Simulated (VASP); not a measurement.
## Cu: single point with PBE

Crystal: Cu.

```
Cu
1.0
     0.00000    1.90562    1.81487
     1.90562    0.00000    1.81487
     1.90562    1.90562    0.00000
Cu
1
Cartesian
  0.0000 0.0000 0.0000
```

This cell differs from its parent crystal: strain +0.050 along x and y, +0.000 along z.

```
Program                : VASP 6.6.1
Task                   : single point
Functional             : PBE
Potentials or basis    : VASP PAW PBE potentials, release 64 (Cu_sv_GW)
Cutoff                 : 700 eV
k mesh                 : 28 × 28 × 28
Occupations            : gaussian, width 0.15 eV
Spin                   : no spin polarisation
Dipole correction      : no
Further INCAR settings : ALGO = Normal; EDIFF = 1e-06; NBANDS = 16
```

```json
{
 "Pressure": "-14.2 GPa",
 "Band gap on the k mesh": "zero (an odd number of electrons rules out a gap without spin polarisation)"
}
```

Stress tensor (GPa, compression positive):
```
-14.78   0.00   0.00
  0.00 -14.78   0.00
  0.00   0.00 -13.10
```

Levels at points of the mesh, in eV from the Fermi level:
| k point | band 8 | band 9 | band 10 | band 11 | band 12 | band 13 |
| --- | --- | --- | --- | --- | --- | --- |
| (0.00, 0.00, 0.00) | -2.56 | -2.10 | -1.91 | 21.74 | 23.49 | 23.49 |
| (0.50, 0.00, 0.00) | -1.55 | -1.47 | -0.74 | 3.22 | 19.63 | 19.65 |
| (0.50, 0.50, 0.00) | -1.38 | -1.38 | 2.18 | 7.18 | 11.49 | 11.49 |
| (0.50, 0.00, 0.50) | -1.46 | -1.33 | 1.21 | 5.95 | 12.52 | 12.65 |

Run time: 6.5 min on 1 thread of Intel(R) Xeon(R) Platinum 8375C CPU @ 2.90GHz (Ice Lake) (shared host), peak memory 0.7 GiB.

Caveat: the cell differs from its parent crystal (strain +0.050 along x and y, +0.000 along z); the cell stands under tension.
